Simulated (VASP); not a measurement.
Input of a VASP 6.6.1 run:

Contents of INCAR:

```
PREC = Accurate ; ENCUT = 520
EDIFF = 1E-6 ; ISMEAR = -1
SIGMA = 0.1 ; LREAL = False
LASPH = True ; NELM = 100
ALGO = Normal ; ISIF = 2
LWAVE = False ; LCHARG = False
GGA = RE ; NBANDS = 12
```

KPOINTS

```
regular mesh
0
Gamma
  14 14 14
```

Contents of POSCAR:

```
Zr
1.0
   -1.8006198752      1.8006198752      1.8006198752
    1.8006198752     -1.8006198752      1.8006198752
    1.8006198752      1.8006198752     -1.8006198752
Zr
1
Direct
    0.0000000000      0.0000000000      0.0000000000
```

Potentials or basis: VASP PAW PBE potentials, release 64 (Zr_sv).

Command:

```bash
$ cat potpaw_PBE.64/Zr_sv/POTCAR > POTCAR
$ mpirun -np 1 vasp_std > vasp.out
```

Task: Estimate the pressure.

Result: -0.1 GPa.

Task: Predict the band gap on the k mesh.

Result: Zero (band 6 reaches 9.87 eV, above the bottom of band 7 at 8.10 eV).

Caveat: the PAW data sets were made with another functional, which shifts forces and pressure a little.
